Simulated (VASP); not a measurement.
Here is a VASP 6.6.1 calculation.

Contents of INCAR:

```
PREC     = Accurate       # precision mode
ENCUT    = 600            # plane-wave cutoff, eV
EDIFF    = 1E-6           # SCF threshold, eV
ISMEAR   = 1              # smearing method
SIGMA    = 0.05           # smearing width, eV
LREAL    = False          # projectors in reciprocal space
LASPH    = True           # aspherical terms in the spheres
NELM     = 100            # most SCF steps
ALGO     = Normal         # electronic algorithm
ISIF     = 3              # what is computed and relaxed
LWAVE    = False          # write WAVECAR
LCHARG   = False          # write CHGCAR
GGA      = RP             # functional
IBRION   = 2              # ionic algorithm
NSW      = 80             # ionic steps
EDIFFG   = -0.02          # ionic threshold
```

KPOINTS

```
regular mesh
0
Gamma
  7 7 7
```

POSCAR

```
Si
1.0
    0.0000000000      2.7135600000      2.7135600000
    2.7135600000      0.0000000000      2.7135600000
    2.7135600000      2.7135600000      0.0000000000
Si
2
Direct
    0.7500000000      0.7500000000      0.7500000000
    0.5000000000      0.5000000000      0.5000000000
```

Potentials or basis: VASP PAW PBE potentials, release 64 (Si).

The run is started by

```console
$ cat potpaw_PBE.64/Si/POTCAR > POTCAR
$ mpirun -np 1 vasp_std > vasp.out
```

Q: Predict the band gap on the k mesh.

A: 0.70 eV (least direct gap 2.55 eV).

Q: Predict the relaxed cell.

A: a = 3.888 Å, b = 3.888 Å, c = 3.888 Å, α = 60.00°, β = 60.00°, γ = 60.00°.

Q: Predict the space group after relaxing (to 0.1 Å).

A: Fd-3m (No. 227).

Q: Estimate the relaxed volume.

A: 20.77 Å³/atom.

The path:
```
step  energy change (eV)  largest force (eV/Å)  pressure (GPa)  volume (Å³)
   1              0.0000                0.0000            3.62        39.96
   2             -0.0100                0.0000           -2.09        42.63
   3             -0.0172                0.0000            0.00        41.54
```

Caveat: semilocal functionals underestimate gaps, and a narrow one can read as zero; the PAW data sets were made with another functional, which shifts forces and pressure a little; an odd mesh through Γ misses points on the zone boundary, where band edges can lie. RPBE and its kin give volumes clearly too large for solids.
